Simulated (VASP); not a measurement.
# Rb16HCl16 (a cell with a defect) in VASP: single point with PBEsol

Aim: the single point of Rb16HCl16 (a cell with a defect) with PBEsol.

Everything below comes from runs of VASP 6.6.1. Logs are shortened: lines on timing, memory, paths and dates and some standing lists are left out, and cuts for length are marked.

## (1) The cell of the first run

The cell holds a defect, 33 atoms: a = 11.328 Å, b = 11.328 Å, c = 11.328 Å, α = 109.47°, β = 109.47°, γ = 109.47°.

## (2) Single point, PBEsol (with an interstitial atom, then relaxed in part)

Input file INCAR:

```
PREC     = Accurate       # precision mode
ENCUT    = 400            # plane-wave cutoff, eV
EDIFF    = 1E-6           # SCF threshold, eV
ISMEAR   = 0              # smearing method
SIGMA    = 0.01           # smearing width, eV
LREAL    = Auto         
LASPH    = T              # aspherical terms in the spheres
NELM     = 120            # most SCF steps
ALGO     = Normal         # electronic algorithm
ISIF     = 2              # what is computed and relaxed
LWAVE    = F              # write WAVECAR
LCHARG   = F              # write CHGCAR
GGA      = PS             # functional
NELECT   = 256.0        
NBANDS   = 150            # bands
GGA_COMPAT= F
```

Input file KPOINTS:

```
Automatic mesh
0
Gamma
  2 2 2
  0.5 0.5 0.5
```

Input file POSCAR:

```
Rb16HCl16
1.0
   -6.5402946450      6.5402946450     -6.5402946450
    6.5402946450     -6.5402946450     -6.5402946450
   -6.5402946450     -6.5402946450      6.5402946450
Rb Cl H
16 16 1
Direct
    0.5111923445      0.2597239053      0.2597239053
    0.2597239053      0.2597239053      0.5111923445
    0.0014684393      0.2402760947      0.7500000000
    0.7500000000      0.0014684393      0.2402760947
    0.7500000000      0.2402760947      0.0014684393
    0.4985315607     -0.0111923445      0.4985315607
    0.2402760947      0.0014684393      0.7500000000
    0.0014684393      0.7500000000      0.2402760947
    1.0302997193      1.0302997193      1.0302997193
    0.7500000000      0.7500000000      0.4697002807
    0.4697002807      0.7500000000      0.7500000000
    0.2597239053      0.5111923445      0.2597239053
    0.2402760947      0.7500000000      0.0014684393
   -0.0111923445      0.4985315607      0.4985315607
    0.7500000000      0.4697002807      0.7500000000
    0.4985315607      0.4985315607     -0.0111923445
    0.7500000000      0.2363424647      0.4971579156
    0.4971579156      0.2363424647      0.7500000000
    0.2636575353      0.2636575353      0.0108154509
    0.0028420844      0.0028420844      0.4891845491
    0.0108154509      0.2636575353      0.2636575353
    0.7500000000     -0.0622949945      0.7500000000
    0.4891845491      0.0028420844      0.0028420844
    0.2363424647      0.7500000000      0.4971579156
    0.2636575353      0.0108154509      0.2636575353
   -0.0622949945      0.7500000000      0.7500000000
    0.7500000000      0.7500000000     -0.0622949945
    0.5622949945      0.5622949945      0.5622949945
    0.4971579156      0.7500000000      0.2363424647
    0.2363424647      0.4971579156      0.7500000000
    0.0028420844      0.4891845491      0.0028420844
    0.7500000000      0.4971579156      0.2363424647
    0.7500000000      0.7500000000      0.7500000000
```

Potentials or basis: VASP PAW PBE potentials, release 64 (Rb_sv, Cl, H).

The run is started by

```bash
$ cat potpaw_PBE.64/Rb_sv/POTCAR potpaw_PBE.64/Cl/POTCAR potpaw_PBE.64/H/POTCAR > POTCAR
$ mpirun -np 1 vasp_std > vasp.out
```

OUTCAR:

```text
PREC = Accurate
   ENCUT = 400
   EDIFF = 1E-6
   ISMEAR = 0
   LREAL = Auto
   LASPH = T
   NELM = 120
   ISIF = 2
   GGA = PS
   NELECT = 256.0

 ion  position               nearest neighbor table
   1  0.511  0.260  0.260-  23 3.22  19 3.27  25 3.27  17 3.27  32 3.27  28 3.65  14 4.42   9 4.45
                            10 4.55  15 4.55   4 4.60   5 4.60   2 4.65  12 4.65   6 4.72  16 4.72
   2  0.260  0.260  0.511-  20 3.22  21 3.27  25 3.27  18 3.27  30 3.27  28 3.65  16 4.42   9 4.45
                            15 4.55  11 4.55   3 4.60   7 4.60   1 4.65  12 4.65   6 4.72  14 4.72
   3  0.001  0.240  0.750-  30 3.22  17 3.27  31 3.27  20 3.27  19 3.27  22 3.65   7 4.42  15 4.45
                            10 4.55   9 4.55  16 4.60   2 4.60   5 4.65   6 4.65  14 4.72  12 4.72
   4  0.750  0.001  0.240-  17 3.22  29 3.27  20 3.27  23 3.27  21 3.27  27 3.65   5 4.42  10 4.45
                             9 4.55  11 4.55  14 4.60   1 4.60   8 4.65  16 4.65   2 4.72   6 4.72
   5  0.750  0.240  0.001-  32 3.22  31 3.27  18 3.27  21 3.27  23 3.27  22 3.65   4 4.42  15 4.45
                            11 4.55   9 4.55  14 4.60   1 4.60   3 4.65   6 4.65  16 4.72  12 4.72
   6  0.499  0.989  0.499-  25 3.22  18 3.27  17 3.27  24 3.27  29 3.27  22 3.65  12 4.42  15 4.45
                            10 4.55  11 4.55  13 4.60   8 4.60   3 4.65   5 4.65   1 4.72   2 4.72
   7  0.240  0.001  0.750-  18 3.22  23 3.27  24 3.27  20 3.27  19 3.27  26 3.65   3 4.42  11 4.45
                            10 4.55   9 4.55  16 4.60   2 4.60  13 4.65  14 4.65   1 4.72   6 4.72
   8  0.001  0.750  0.240-  24 3.22  32 3.27  20 3.27  31 3.27  25 3.27  27 3.65  13 4.42  10 4.45
                             9 4.55  15 4.55   6 4.60  12 4.60   4 4.65  16 4.65   2 4.72  14 4.72
   9  0.030  0.030  0.030-  33 3.18  27 3.18  22 3.18  26 3.18  21 3.18  19 3.18  25 3.18   2 4.45
[... 16 lines left out ...]
  18  0.497  0.236  0.750-  15 3.18   7 3.22   6 3.27   5 3.27  16 3.27   2 3.27
  19  0.264  0.264  0.011-   9 3.18  16 3.22  12 3.27   1 3.27   7 3.27   3 3.27
  20  0.003  0.003  0.489-  10 3.18   2 3.22   8 3.27   4 3.27   3 3.27   7 3.27
  21  0.011  0.264  0.264-   9 3.18  14 3.22  12 3.27   2 3.27   5 3.27   4 3.27
  22  0.750  0.938  0.750-  11 3.18  10 3.18   9 3.18   5 3.65   3 3.65   6 3.65
[... 8 lines left out ...]
  31  0.003  0.489  0.003-  15 3.18  12 3.22   5 3.27   3 3.27   8 3.27  13 3.27
  32  0.750  0.497  0.236-  10 3.18   5 3.22  16 3.27   8 3.27  14 3.27   1 3.27
  33  0.750  0.750  0.750-   9 3.18  10 3.18  11 3.18  15 3.18

  LATTYP: Found a body centered cubic cell.
 ALAT       =    13.0805892900

  Lattice vectors:

 A1 = (  -6.5402946450,   6.5402946450,  -6.5402946450)
 A2 = (   6.5402946450,  -6.5402946450,  -6.5402946450)
 A3 = (  -6.5402946450,  -6.5402946450,   6.5402946450)

Analysis of symmetry for initial positions (statically):
=====================================================================
 Subroutine PRICEL returns:
 Original cell was already a primitive cell.

 Routine SETGRP: Setting up the symmetry group for a
 body centered cubic supercell.

 Subroutine GETGRP returns: Found 24 space group operations
 (whereof  6 operations were pure point group operations)
 out of a pool of 48 trial point group operations.

The static configuration has the point symmetry C_3v.
 The point group associated with its full space group is T_d .

Analysis of symmetry for dynamics (positions and initial velocities):
=====================================================================
 Subroutine PRICEL returns:
 Original cell was already a primitive cell.

 Routine SETGRP: Setting up the symmetry group for a
 body centered cubic supercell.

 Subroutine GETGRP returns: Found 24 space group operations
 (whereof  6 operations were pure point group operations)
 out of a pool of 48 trial point group operations.

The dynamic configuration has the point symmetry C_3v.
 The point group associated with its full space group is T_d .

 Subroutine INISYM returns: Found 24 space group operations
 (whereof  6 operations are pure point group operations),
 and found     1 'primitive' translations

----------------------------------------------------------------------------------------

                                     Primitive cell

  volume of cell :    1119.0563

  direct lattice vectors                    reciprocal lattice vectors
    -6.540294645  6.540294645 -6.540294645    -0.076449155  0.000000000 -0.076449155
     6.540294645 -6.540294645 -6.540294645     0.000000000 -0.076449155 -0.076449155
    -6.540294645 -6.540294645  6.540294645    -0.076449155 -0.076449155  0.000000000

  length of vectors
    11.328122622 11.328122622 11.328122622     0.108115432  0.108115432  0.108115432

  position of ions in fractional coordinates (direct lattice)
     0.511192345  0.259723905  0.259723905
     0.259723905  0.259723905  0.511192345
[... 83 lines left out ...]
  Length of vectors
     0.054057716  0.054057716  0.054057716

  Shift w.r.t. Gamma in fractional coordinates (k-lattice)
     0.500000000  0.500000000  0.500000000

 Subroutine IBZKPT returns following result:
 ===========================================

 Found      2 irreducible k-points:

 Following reciprocal coordinates:
            Coordinates               Weight
  0.250000  0.250000  0.250000      2.000000
 -0.250000  0.250000  0.250000      6.000000
   k-points           NKPTS =      2   k-points in BZ     NKDIM =      2   number of bands    NBANDS=    150
   number of dos      NEDOS =    301   number of ions     NIONS =     33
   total plane-waves  NPLWV = 512000
   dimension x,y,z NGX =    80 NGY =   80 NGZ =   80
   dimension x,y,z NGXF=   160 NGYF=  160 NGZF=  160
   ions per type =              16  16   1
   NGX,Y,Z   is equivalent  to a cutoff of  11.74, 11.74, 11.74 a.u.
   NGXF,Y,Z  is equivalent  to a cutoff of  23.48, 23.48, 23.48 a.u.
 SYSTEM =  unknown system
   PREC   = accura    normal or accurate (medium, high low for compatibility)
   ISTART =      0    job   : 0-new  1-cont  2-samecut
   ICHARG =      2    charge: 1-file 2-atom 10-const
   ISPIN  =      1    spin polarized calculation?
   LNONCOLLINEAR =      F non collinear calculations
   LSORBIT =      F    spin-orbit coupling
   LASPH  =      T    aspherical Exc in radial PAW
   ENCUT  =  400.0 eV  29.40 Ry    5.42 a.u.  18.47 18.47 18.47*2*pi/ulx,y,z
   NELM   =    120;   NELMIN=  2; NELMDL= -5     # of ELM steps
   EDIFF  = 0.1E-05   stopping-criterion for ELM
   LREAL  =      T    real-space projection
   EDIFFG = 0.1E-04   stopping-criterion for IOM
   NSW    =      0    number of steps for IOM
   IBRION =     -1    ionic relax: 0-MD 1-quasi-New 2-CG
   NFREE  =      0    steps in history (QN), initial steepest desc. (CG)
   ISIF   =      2    stress and relaxation
   ISYM   =      2    0-nonsym 1-usesym 2-fastsym
   POTIM  = 0.5000    time-step for ionic-motion
   TEBEG  =    0.0;   TEEND  =   0.0 temperature during run
   PSTRESS=    0.0 pullay stress
   NELECT =     256.0000    total number of electrons
   NUPDOWN=      -1.0000    fix difference up-down
   EMIN   =  10.00;   EMAX   =-10.00  energy-range for DOS
   EFERMI =   0.00;   METHOD = LEGACY
   ISMEAR =     0;   SIGMA  =   0.01  broadening in eV -4-tet -1-fermi 0-gaus
   EFERMI_NEDOS =   21; number of points for ismear=-14 and -15
   IALGO  =     38    algorithm
   IMIX   =      4    mixing-type and parameters
     AMIX     =   0.40;   BMIX     =  1.00
     AMIX_MAG =   1.60;   BMIX_MAG =  1.00
  volume/ion in A,a.u.               =      33.91       228.84
  Fermi-wavevector in a.u.,A,eV,Ry     =   1.001238  1.892066 13.639546  1.002478
  Thomas-Fermi vector in A             =   2.133647
   LORBIT       =      0    0 simple, 1 ext, 2 COOP (PROOUT), +10 PAW based schemes
   GGA     = PS    functional components
   LHFCALC =     F    Hartree Fock is set to
   AEXX    =    0.0000 exact exchange contribution
   IVDW    =     0    specifies the selected vdW correction
   LEPSILON=     F    determine dielectric tensor
   LRPA    =     F    only Hartree local field effects (RPA)
 non-spin polarized calculation
 Gauss-broadening in eV      SIGMA  =   0.01
  energy-cutoff  :      400.00
  volume of cell :     1119.06
 maximum number of plane-waves:     20400
 NGX is ok and might be reduce to    80
   NGX = 37   NGY = 37   NGZ = 37

 number of electron     255.9999983 magnetization

 Free energy of the ion-electron system (eV)
  ---------------------------------------------------
  ext. energy  EPLUGINS =         0.00000000
  ---------------------------------------------------
  free energy    TOTEN  =      -111.72159008 eV

  energy without entropy =     -111.72159008  energy(sigma->0) =     -111.72159008

 E-fermi :  -1.6944     XC(G=0):  -7.5833

 val. band max:       -1.8047412014   @ k =  -0.2500   0.2500   0.2500
 cond. band min:       2.2436483152   @ k =  -0.2500   0.2500   0.2500
 fundamental gap:      4.0483895166
 Fermi energy:        -1.6944495707

 k-point     1 :       0.2500    0.2500    0.2500
  band No.  band energies     occupation
      1     -25.7190      2.00000
      2     -25.7190      2.00000
      3     -25.7190      2.00000
      4     -25.7138      2.00000
      5     -25.7099      2.00000
      6     -25.7099      2.00000
[... 132 lines left out ...]
    139       5.1758      0.00000
    140       5.1945      0.00000

 k-point     2 :      -0.2500    0.2500    0.2500
  band No.  band energies     occupation
      1     -25.7224      2.00000
      2     -25.7166      2.00000
      3     -25.7147      2.00000
      4     -25.7132      2.00000
      5     -25.7132      2.00000
      6     -25.7107      2.00000
[... 132 lines left out ...]
    139       5.1332      0.00000
    140       5.2212      0.00000
 [bands above 140 left out]

------------------------ aborting loop because EDIFF is reached ----------------------------------------

  FORCE on cell =-STRESS in cart. coord.  units (eV):
  Direction    XX          YY          ZZ          XY          YZ          ZX
  --------------------------------------------------------------------------------------
  -------------------------------------------------------------------------------------
  Total       -4.3317145     -4.3317145     -4.3317145      0.0000000     -0.0000000     -0.0000000
  in kB       -6.2018103     -6.2018103     -6.2018103      0.0000000     -0.0000000     -0.0000000
  external PRESSURE =      -6.2018103 kB  Pullay stress =       0.0000000 kB

 VOLUME and BASIS-vectors are now :
 -----------------------------------------------------------------------------
  energy-cutoff  :      400.00
  volume of cell :     1119.06
      direct lattice vectors                 reciprocal lattice vectors
    -6.540294645  6.540294645 -6.540294645    -0.076449155  0.000000000 -0.076449155
     6.540294645 -6.540294645 -6.540294645     0.000000000 -0.076449155 -0.076449155
    -6.540294645 -6.540294645  6.540294645    -0.076449155 -0.076449155  0.000000000

 POSITION                                       TOTAL-FORCE (eV/Angst)
 -----------------------------------------------------------------------------------
     -3.34335     -0.05399     -3.34335        -0.002359     -0.006242     -0.002359
     -3.34335     -3.34335     -0.05399        -0.002359     -0.002359     -0.006242
     -3.34335     -6.46709      3.32414        -0.002359      0.002359      0.006242
     -6.46709      3.32414     -3.34335         0.002359      0.006242     -0.002359
     -3.34335      3.32414     -6.46709        -0.002359      0.006242      0.002359
     -0.05399     -6.46709     -6.46709        -0.006242      0.002359      0.002359
[... 25 lines left out ...]
     -3.19941      0.10791     -6.61103        -0.000196      0.002225      0.000196
     -4.90522     -4.90522     -4.90522        -0.000000     -0.000000      0.000000
 -----------------------------------------------------------------------------------
    total drift:                               -0.000000     -0.000000     -0.000000

  FREE ENERGIE OF THE ION-ELECTRON SYSTEM (eV)
  ---------------------------------------------------
  free  energy   TOTEN  =      -111.7215900753 eV

  energy  without entropy=     -111.7215900753  energy(sigma->0) =     -111.72159008
```

It took 17 min on 1 thread of Oxide Virtual Turin-like, shared host; peak memory 0.96 GiB.

What came out:

```yaml
Free_energy: -111.7216 eV
Largest_force: 0.007 eV/Å
```

Forces in eV/Å, atoms in the order of the input:
```
Rb  -0.002 -0.006 -0.002
Rb  -0.002 -0.002 -0.006
Rb  -0.002  0.002  0.006
Rb   0.002  0.006 -0.002
Rb  -0.002  0.006  0.002
Rb  -0.006  0.002  0.002
Rb   0.002 -0.002  0.006
Rb   0.006  0.002 -0.002
Rb   0.001  0.001  0.001
Rb  -0.001 -0.001  0.001
Rb  -0.001  0.001 -0.001
Rb  -0.006 -0.002 -0.002
Rb   0.006 -0.002  0.002
Rb   0.002 -0.006  0.002
Rb   0.001 -0.001 -0.001
Rb   0.002  0.002 -0.006
Cl   0.000  0.002  0.000
Cl   0.000  0.000  0.002
Cl   0.000  0.000 -0.002
Cl   0.000  0.000 -0.002
Cl   0.000 -0.002  0.000
Cl  -0.003  0.003  0.003
Cl   0.000 -0.002  0.000
Cl   0.002  0.000  0.000
Cl  -0.002  0.000  0.000
Cl   0.003 -0.003  0.003
Cl   0.003  0.003 -0.003
Cl  -0.003 -0.003 -0.003
Cl   0.002  0.000  0.000
Cl   0.000  0.000  0.002
Cl  -0.002  0.000  0.000
Cl   0.000  0.002  0.000
H    0.000  0.000  0.000
```

Caveat: the cell carries a net charge on a neutralising background, which shifts energy and pressure; the cell differs from its parent crystal (with an interstitial atom, then relaxed in part); the cell is charged against a uniform background, so pressure and absolute levels hang on convention; the PAW data sets were made with another functional, which shifts forces and pressure a little.
